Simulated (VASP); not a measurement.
The system is MgS.

```
S Mg
1.0
     4.03462    0.00000    0.00000
    -2.01731    3.49409    0.00000
     0.00000    0.00000    6.43229
S Mg
2 2
Cartesian
  2.0173 1.1647 5.6556
  0.0000 2.3294 2.4394
  0.0000 2.3294 6.4050
  2.0173 1.1647 3.1888
```

Base run:

```yaml
Program: VASP 6.6.1
Functional: r2SCAN
Potentials_or_basis: VASP PAW PBE potentials, release 64 (S, Mg)
Cutoff: 520 eV
k_mesh: 8 × 8 × 4
Occupations: fermi-dirac, width 0.05 eV
Spin: no spin polarisation
```

Its results: band gap on the k mesh 4.10 eV, direct; pressure -0.3 GPa; largest force 0.057 eV/Å.

Task: After a change of settings the same cell gave: band gap on the k mesh 3.43 eV, direct; pressure 0.9 GPa; largest force 0.048 eV/Å. Which change was it?
A. functional from r2SCAN to PBE
B. functional from r2SCAN to PBEsol
C. functional from r2SCAN to LDA; potentials or basis from VASP PAW PBE potentials, release 64 (S, Mg) to VASP PAW LDA potentials, release 64 (S, Mg)

Result: A.

r2SCAN gives the wider gap, since meta-GGAs in the generalised Kohn-Sham scheme recover part of the derivative discontinuity.

Caveats: the PAW data sets were made with another functional, which shifts forces and pressure a little (some runs).
